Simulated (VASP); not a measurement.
## Bi: single point with PBE+D3(BJ)

Crystal: Bi.

```xyz
1
Lattice="-1.8988 1.8988 1.8988 1.8988 -1.8988 1.8988 1.8988 1.8988 -1.8988" Properties=species:S:1:pos:R:3 pbc="T T T"
Bi    0.0000    0.0000    0.0000
```

This cell differs from its parent crystal: volume scaled by 0.91.

| Quantity | Value |
| --- | --- |
| Program | VASP 6.6.1 |
| Task | single point |
| Functional | PBE |
| Dispersion | D3(BJ) |
| Potentials or basis | VASP PAW PBE potentials, release 64 (Bi_d) |
| Cutoff | 520 eV |
| k mesh | 16 × 16 × 16 |
| Occupations | gaussian, width 0.1 eV |
| Spin | no spin polarisation |

| Property | Result |
| --- | --- |
| Pressure | 6.8 GPa |
| Dispersion energy per atom | -0.576 eV |

Levels at points of the mesh, in eV from the Fermi level:
```tsv
k point	band 6	band 7	band 8	band 9	band 10	band 11
(0.00, 0.00, 0.00)	-14.47	6.13	6.13	6.13	10.49	10.49
(0.50, 0.00, 0.00)	-10.64	-5.85	1.85	3.82	6.49	7.94
(0.50, 0.50, 0.50)	-7.89	-2.09	-2.09	-2.09	3.43	3.43
```

Run time: 27 s on 1 thread of Intel(R) Xeon(R) Platinum 8259CL CPU @ 2.50GHz (Skylake/Cascade Lake) (shared host), peak memory 0.18 GiB.

Caveat: spin-orbit coupling is left out, which moves the levels of the heavy elements; pairwise dispersion overbinds metals, which lowers pressure and volume.
